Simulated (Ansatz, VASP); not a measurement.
Si in VASP and in Ansatz

```
Si
1.0
    -3.25385    3.25385    1.87749
     3.25385   -3.25385    1.87749
     3.25385    3.25385   -1.87749
Si
4
Direct
  0.17861 0.17861 0.35722
  0.82139 0.82139 0.64278
  0.17861 0.82139 0.00000
  0.82139 0.17861 0.00000
```

Alike in both runs: task single point; functional PBE; k mesh 12 × 12 × 12; occupations gaussian, width 0.05 eV; no spin polarisation.

|  | VASP | Ansatz |
| --- | --- | --- |
| version | VASP 6.6.1 | Ansatz 0.2.0 |
| potentials or method | VASP PAW PBE potentials, release 64 (Si), cutoff 520 eV | scalar-relativistic, plane waves, PAW |
| valence electrons in the cell | 16 | 16 |

Ansatz gave:

| Item | Value |
| --- | --- |
| gap on the k mesh at the Fermi level (eV) | 0.05 |
| least direct gap on the mesh (eV) | 0.34 |
| pressure (GPa) | 8.2 |
| traceless stress, the component that is largest in VASP (GPa) | 0.28 |
| rms of the force components (eV/Å) | 0.075 |

Question: Estimate VASP's values.

Answer: gap on the k mesh at the Fermi level (eV): 0.04; least direct gap on the mesh (eV): 0.34; pressure (GPa): 8.1; traceless stress, the component that is largest in VASP (GPa): 0.26; rms of the force components (eV/Å): 0.075.

Atom by atom the forces differ by 0.000 eV/Å (rms over components).
